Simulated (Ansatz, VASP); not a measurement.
## Se: VASP beside Ansatz

Contents of INCAR:

```
PREC = Accurate ; ENCUT = 520
EDIFF = 1E-6 ; ISMEAR = 0
SIGMA = 0.15 ; LREAL = F
LASPH = T ; NELM = 100
ALGO = Normal ; ISIF = 2
LWAVE = F ; LCHARG = T
LELF = T ; LVHAR = T
NBANDS = 13
```

File KPOINTS:

```
regular mesh
0
Gamma
  14 14 14
```

File POSCAR:

```
Se
1.0
    0.0000000000      3.5085064713      2.4805140752
    3.5085064713      0.0000000000      2.4805140752
    3.5085064713      3.5085064713      0.0000000000
Se
2
Direct
    0.5000000000      0.5000000000      0.5000000000
    0.7500000000      0.7500000000      0.7500000000
```

Input for Ansatz:

```yaml
crystal:
  lattice:
    - [0.0, 3.5085064713, 2.4805140752]
    - [3.5085064713, 0.0, 2.4805140752]
    - [3.5085064713, 3.5085064713, 0.0]
  atoms:
    - { symbol: Se, position: [0.5, 0.5, 0.5] }
    - { symbol: Se, position: [0.75, 0.75, 0.75] }
basis:
  ecutwfc: 420
kpoints:
  mp_grid: { grid: [14, 14, 14] }
hamiltonian:
  xc: lda
scf:
  occupations: { method: gaussian, width: 0.15 }
output:
  forces: true
  stress: true
  eigenvalues: true
```

Alike in both runs: task single point; functional LDA; k mesh 14 × 14 × 14; occupations gaussian, width 0.15 eV; no spin polarisation.

|  | VASP | Ansatz |
| --- | --- | --- |
| version | VASP 6.6.1 | Ansatz 0.2.0 |
| potentials or method | VASP PAW LDA potentials, release 64 (Se), cutoff 520 eV | scalar-relativistic, plane waves, PAW |
| valence electrons in the cell | 12 | 32 |

|  | VASP | Ansatz | Ansatz less VASP |
| --- | --- | --- | --- |
| gap on the k mesh at the Fermi level (eV) | none | none | - |
| pressure (GPa) | -5.2 | -5.3 | -0.08 |
| traceless stress, the component that is largest in VASP (GPa) | -1.28 | -1.24 | +0.043 |

LDA's correlation is that of Perdew and Zunger in VASP and of Perdew and Wang (1992) in Ansatz. A gap of «none» marks a metal or a gap that the smearing closes. VASP's potentials hold 12 valence electrons a cell and Ansatz's 32, so a difference there can come from the potentials and not from the codes.
